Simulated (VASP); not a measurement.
A run of VASP 6.6.1 is set up as follows.

Contents of INCAR:

```
  PREC = Accurate
  ENCUT = 690
  EDIFF = 1E-6
  ISMEAR = 0
  SIGMA = 0.15
  LREAL = F
  LASPH = T
  NELM = 200
  ALGO = Normal
  ISIF = 2
  LWAVE = F
  LCHARG = F
  ISPIN = 2
  MAGMOM = 3 0 0 0
  LORBIT = 11
  LMAXMIX = 4
  GGA = PE
  NBANDS = 22
  GGA_COMPAT = F
```

File KPOINTS:

```
Automatic mesh
0
Gamma
  5 5 3
```

The input POSCAR:

```
CoH3
1.0
    2.4486478029      0.0000000000      0.0000000000
   -1.2243239015      2.1205912023      0.0000000000
    0.0000000000      0.0000000000      5.2819818514
Co H
1 3
Direct
    0.0000000000      0.0000000000      0.0000000000
    0.0000000000      0.0000000000      0.6827782672
    0.0000000000      0.0000000000      0.3172217328
    0.0000000000      0.0000000000      0.5000000000
```

Potentials or basis: VASP PAW PBE potentials, release 64 (Co_sv, H).

Launch:

```console
$ cat potpaw_PBE.64/Co_sv/POTCAR potpaw_PBE.64/H/POTCAR > POTCAR
$ mpirun -np 1 vasp_std > vasp.out
```

**Question.** Predict the site moments.

**Answer.** Co +1.73; H -0.01, +0.01 (each value once) μB.

**Question.** Estimate the largest force.

**Answer.** 0.026 eV/Å.

**Question.** What does it give for the pressure?

**Answer.** -0.9 GPa.

**Question.** What does it give for the net moment?

**Answer.** 1.75 μB per cell.

Forces in eV/Å, atoms in the order of the input:
```
Co   0.000  0.000  0.000
H    0.000  0.000 -0.026
H    0.000  0.000  0.026
H    0.000  0.000  0.000
```

Caveat: the k points lie up to 0.59 Å⁻¹ apart.
